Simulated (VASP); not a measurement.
# Ga in VASP: further runs, part 2 of 2

VASP 6.6.1. Earlier steps stand in the parts before.

### 3 Electric field gradients, PBE (equal xy, yz and zx shear strains of +1 %)

INCAR reads:

```
SYSTEM = Ga
ALGO = Normal
EDIFF = 1E-8
ENCUT = 520
GGA = PE
ISIF = 2
ISMEAR = -1
LASPH = .True.
LCHARG = .False.
LEFG = .True.
LREAL = .False.
LWAVE = .False.
NBANDS = 20
NELM = 100
PREC = Accurate
SIGMA = 0.08
```

KPOINTS reads:

```
k-points
0
Gamma
  12 12 10
  0 0 0
```

POSCAR reads:

```
Ga
1.0
    1.4296750000     -4.0577500000     -0.0130750000
    1.4703250000      4.0722500000      0.0275750000
    0.0158500000      0.0158500000      3.1700000000
Ga
2
Direct
    0.8670000000      0.1330000000      0.2500000000
    0.1330000000      0.8670000000      0.7500000000
```

Potentials or basis: VASP PAW PBE potentials, release 64 (Ga_d).

On the command line:

```
$ cat potpaw_PBE.64/Ga_d/POTCAR > POTCAR
$ mpirun -np 1 vasp_std > vasp.out
```

OUTCAR:

```text
SYSTEM = Ga
   EDIFF = 1E-8
   ENCUT = 520
   GGA = PE
   ISIF = 2
   ISMEAR = -1
   LASPH = .True.
   LREAL = .False.
   NELM = 100
   PREC = Accurate

 ion  position               nearest neighbor table
   1  0.867  0.133  0.250-   2 2.67   2 2.69   2 2.86   2 2.86   2 2.86   2 2.90
   2  0.133  0.867  0.750-   1 2.67   1 2.69   1 2.86   1 2.86   1 2.86   1 2.90

  LATTYP: Found a triclinic cell.
 ALAT       =     4.3296461805
 B/A-ratio  =     0.6698174350
 C/A-ratio  =     0.7321797479
 COS(alpha) =     0.0100244988
 COS(beta)  =     0.0127692866
 COS(gamma) =     0.3443207120

  Lattice vectors:

 A1 = (  -1.4703250000,  -4.0722500000,  -0.0275750000)
 A2 = (  -2.9000000000,  -0.0145000000,  -0.0145000000)
 A3 = (  -0.0158500000,  -0.0158500000,  -3.1700000000)

Analysis of symmetry for initial positions (statically):
=====================================================================
 Subroutine PRICEL returns:
 Original cell was already a primitive cell.

 Routine SETGRP: Setting up the symmetry group for a
 triclinic supercell.

 Subroutine GETGRP returns: Found  2 space group operations
 (whereof  2 operations were pure point group operations)
 out of a pool of  2 trial point group operations.

The static configuration has the point symmetry S_2 .

Analysis of symmetry for dynamics (positions and initial velocities):
=====================================================================
 Subroutine PRICEL returns:
 Original cell was already a primitive cell.

 Routine SETGRP: Setting up the symmetry group for a
 triclinic supercell.

[... 150 lines left out ...]

 E-fermi :   5.6719     XC(G=0): -11.0194

 val. band max:        5.6684941023   @ k =   0.0833  -0.3333   0.2000
 cond. band min:       5.6777268770   @ k =   0.2500   0.3333   0.4000
 fundamental gap:      0.0092327747
 Fermi energy:         5.6718698273

 k-point     1 :       0.0000    0.0000    0.0000
  band No.  band energies     occupation
      1      -9.5458      2.00000
      2      -9.5212      2.00000
      3      -9.4521      2.00000
      4      -9.4373      2.00000
      5      -9.2473      2.00000
      6      -9.2324      2.00000
[... 541 lines left out ...]
     19      16.6428      0.00000
     20      17.7835      0.00000

 [... further k-points ...]
[... 5 lines left out ...]
  --------------------------------------------------------------------------------------
  -------------------------------------------------------------------------------------
  Total       -0.1505864      0.7024411      0.6751196     -0.0045403     -0.0966507      0.0208920
  in kB       -6.4567057     30.1186255     28.9471591     -0.1946734     -4.1440983      0.8957900
  external PRESSURE =      17.5363596 kB  Pullay stress =       0.0000000 kB

 VOLUME and BASIS-vectors are now :
 -----------------------------------------------------------------------------
  energy-cutoff  :      520.00
  volume of cell :       37.37
      direct lattice vectors                 reciprocal lattice vectors
     1.429675000 -4.057750000 -0.013075000     0.345456720 -0.124722995 -0.001103669
     1.470325000  4.072250000  0.027575000     0.344232766  0.121291704 -0.002327622
     0.015850000  0.015850000  3.170000000    -0.001569518 -0.001569518  0.315473108

 POSITION                                       TOTAL-FORCE (eV/Angst)
 -----------------------------------------------------------------------------------
      1.43904     -2.97250      0.78483         0.008517      0.195527     -0.009326
      1.47681      3.00285      2.39967        -0.008517     -0.195527      0.009326
 -----------------------------------------------------------------------------------
    total drift:                                0.000000      0.000000     -0.000000

  FREE ENERGIE OF THE ION-ELECTRON SYSTEM (eV)
  ---------------------------------------------------
  free  energy   TOTEN  =        -5.7591972996 eV

  energy  without entropy=       -5.7419956485  energy(sigma->0) =       -5.75059647

 Electric field gradients (V/A^2)
---------------------------------------------------------------------
 ion       V_xx      V_yy      V_zz      V_xy      V_xz      V_yz
---------------------------------------------------------------------
   1      10.278   -26.696    16.418     0.765     0.698     2.554
   2      10.278   -26.696    16.418     0.765     0.698     2.554
---------------------------------------------------------------------

 Electric field gradients after diagonalization (V/A^2)
 (convention: |V_zz| > |V_xx| > |V_yy|)
----------------------------------------------------------------------
 ion       V_xx      V_yy      V_zz     asymmetry (V_yy - V_xx)/ V_zz
----------------------------------------------------------------------
   1      16.655    10.206   -26.861       0.240
   2      16.655    10.206   -26.861       0.240
----------------------------------------------------------------------

           NMR quadrupolar parameters

 Cq : quadrupolar parameter    Cq=e*Q*V_zz/h
 eta: asymmetry parameters     (V_yy - V_xx)/ V_zz
 Q  : nuclear electric quadrupole moment in mb (millibarn)
----------------------------------------------------------------------
 ion       Cq(MHz)       eta       Q (mb)
----------------------------------------------------------------------
   1      -0.065       0.240       1.000
   2      -0.065       0.240       1.000
----------------------------------------------------------------------
```

OSZICAR:

```text
N       E                     dE             d eps       ncg     rms          rms(c)
DAV:   1     0.131781872481E+03    0.13178E+03   -0.13219E+04 30368   0.246E+03
DAV:   2     0.566888314952E+01   -0.12611E+03   -0.12303E+03 29840   0.386E+02
DAV:   3    -0.563897268640E+01   -0.11308E+02   -0.11249E+02 32644   0.944E+01
DAV:   4    -0.580924407164E+01   -0.17027E+00   -0.17018E+00 33120   0.128E+01
DAV:   5    -0.581209997002E+01   -0.28559E-02   -0.28558E-02 33104   0.163E+00    0.139E+00
DAV:   6    -0.576893397258E+01    0.43166E-01   -0.84137E-02 39192   0.482E+00    0.722E-01
DAV:   7    -0.576011686662E+01    0.88171E-02   -0.17224E-02 42044   0.184E+00    0.195E-01
DAV:   8    -0.575917740454E+01    0.93946E-03   -0.22700E-03 31140   0.662E-01    0.191E-02
DAV:   9    -0.575919727727E+01   -0.19873E-04   -0.11024E-04 34264   0.111E-01    0.737E-03
DAV:  10    -0.575919759440E+01   -0.31713E-06   -0.63622E-06 33796   0.302E-02    0.125E-03
DAV:  11    -0.575919737419E+01    0.22021E-06   -0.57476E-07 34652   0.103E-02    0.595E-04
DAV:  12    -0.575919734833E+01    0.25853E-07   -0.61975E-08 34456   0.314E-03    0.185E-04
DAV:  13    -0.575919730295E+01    0.45386E-07   -0.58449E-09 19040   0.800E-04    0.423E-05
DAV:  14    -0.575919729955E+01    0.33961E-08   -0.14194E-09 16064   0.447E-04
   1 F= -.57591973E+01 E0= -.57505965E+01  d E =-.172017E-01
```

Wall time 2.8 min (1 thread of Intel Xeon 6975P-C (Granite Rapids), shared host); peak memory 0.51 GiB.

What came out:

```
Free energy                             : -5.7592 eV
Pressure                                : 1.8 GPa
Largest force                           : 0.196 eV/Å
Band gap on the k mesh                  : zero (bands 13 and 14 overlap by 9.35 eV)
Largest electric field gradient by atom : Ga -26.9 V/Å²
```

Forces on the atoms (eV/Å):
```
Ga   0.009  0.196 -0.009
Ga  -0.009 -0.196  0.009
```

Stress tensor (GPa, compression positive):
```
-0.65 -0.02  0.09
-0.02  3.01 -0.41
 0.09 -0.41  2.89
```

Electric field gradients, principal values (V/Å²):
```tsv
atom	least	middle	greatest (by size)
1 Ga	10.206	16.655	-26.861
2 Ga	10.206	16.655	-26.861
```

Caveat: the cell differs from its parent crystal (equal xy, yz and zx shear strains of +1 %); without QUAD_EFG the Cq values of the log hold for a quadrupole moment of 1 mb, not for the nuclei.
